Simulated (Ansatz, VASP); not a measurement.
## Te5Pd: VASP beside Ansatz

The input INCAR:

```
SYSTEM = Te5Pd
PREC = Accurate ; ENCUT = 600
EDIFF = 1E-6 ; ISMEAR = 0
SIGMA = 0.1 ; LREAL = .FALSE.
LASPH = .TRUE. ; NELM = 100
ALGO = Normal ; ISIF = 3
LWAVE = .FALSE. ; LCHARG = .FALSE.
GGA = PE ; IBRION = 2
NSW = 100 ; EDIFFG = -0.01
```

File KPOINTS:

```
Automatic mesh
0
G
  6 6 6
  0 0 0
```

The input POSCAR:

```
Te5Pd
1.0
    5.8303613732      0.0000000000      0.0000000000
   -2.9151806866      5.0492410624      0.0000000000
    0.0000000000      0.0000000000      6.4505000103
Te Pd
5 1
Direct
    0.3333333333      0.6666666667      0.0000000000
    0.6666666667      0.3333333333      0.0000000000
    0.5000000000      0.0000000000      0.5000000000
    0.5000000000      0.5000000000      0.5000000000
    0.0000000000      0.5000000000      0.5000000000
    0.0000000000      0.0000000000      0.0000000000
```

Input for Ansatz:

```yaml
crystal:
  lattice:
    - [5.8303613732, 0.0, 0.0]
    - [-2.9151806866, 5.0492410624, 0.0]
    - [0.0, 0.0, 6.4505000103]
  atoms:
    - { symbol: Te, position: [0.3333333333, 0.6666666667, 0.0] }
    - { symbol: Te, position: [0.6666666667, 0.3333333333, 0.0] }
    - { symbol: Te, position: [0.5, 0.0, 0.5] }
    - { symbol: Te, position: [0.5, 0.5, 0.5] }
    - { symbol: Te, position: [0.0, 0.5, 0.5] }
    - { symbol: Pd, position: [0.0, 0.0, 0.0] }
basis:
  ecutwfc: 420
kpoints:
  mp_grid: { grid: [6, 6, 6] }
hamiltonian:
  xc: pbe
scf:
  occupations: { method: gaussian, width: 0.1 }
output:
  forces: true
  stress: true
  eigenvalues: true
  write_density: true
  write_potential: true
  elf: true
  volumetric_format: npy
relax:
  adjacent_minimum: "off"
  f_tol: 0.01
  max_steps: 80
  cell: { stress_tol: 0.05 }
```

Change from the starting cell: species swapped into the LaCo5 type (P6/mmm, No. 191).

Alike in both runs: task relaxation of cell and atoms; functional PBE; k mesh 6 × 6 × 6; occupations gaussian, width 0.1 eV; no spin polarisation.

|  | VASP | Ansatz |
| --- | --- | --- |
| version | VASP 6.6.1 | Ansatz 0.2.0 |
| potentials or method | VASP PAW PBE potentials, release 64 (Te, Pd), cutoff 600 eV | scalar-relativistic, plane waves, PAW |
| valence electrons in the cell | 40 | 98 |

```csv
,VASP,Ansatz,Ansatz less VASP
"gap on the k mesh at the Fermi level, each at its own relaxed structure (eV)",none,none,-
relaxed volume (Å³/atom),31.41,31.49,+0.077
relaxed cell length with the largest relative difference (Å),6.387,6.397,+0.0101
```

A gap of «none» marks a metal or a gap that the smearing closes. VASP's potentials hold 40 valence electrons a cell and Ansatz's 98, so a difference there can come from the potentials and not from the codes.

Spin-orbit coupling is off throughout.
